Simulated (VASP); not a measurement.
BN, 4 atoms in the cell. Symmetry: P6_3/mmc, No. 194, hexagonal system. Conventional cell: a = 2.406 Å, b = 2.406 Å, c = 6.352 Å, α = 90.00°, β = 90.00°, γ = 120.00°. Within 1.9 Å of B (site symmetry -6m2) lie 3 N at 1.39 Å. Within 1.9 Å of N (site symmetry -6m2) lie 3 B at 1.39 Å.  This cell differs from its parent crystal: strain -0.040 along x and y, -0.040 along z.

* Program: VASP 6.6.1
* Task: single point
* Functional: PBE
* Dispersion: D3(BJ)
* Potentials or basis: VASP PAW PBE potentials, release 64 (B, N)
* Cutoff: 520 eV
* k mesh: 12 × 12 × 4
* Occupations: gaussian, width 0.05 eV
* Spin: no spin polarisation
* Dipole correction: no
* Further INCAR settings: ALGO = Normal; EDIFF = 1e-06; NBANDS = 16

Potentials or basis: VASP PAW PBE potentials, release 64 (B, N).

Command:

```sh
$ cat potpaw_PBE.64/B/POTCAR potpaw_PBE.64/N/POTCAR > POTCAR
$ mpirun -np 1 vasp_std > vasp.out
```

Hardware: 1 thread of AMD EPYC 9R45 96-Core Processor (Zen 5), on a shared host.

Problem. How long does it take, and how much memory?

Solution. It took 14 s on 1 thread of AMD EPYC 9R45 96-Core Processor (Zen 5) (shared host), peak memory 0.13 GiB. Counts: scf iterations 13, k points 57.
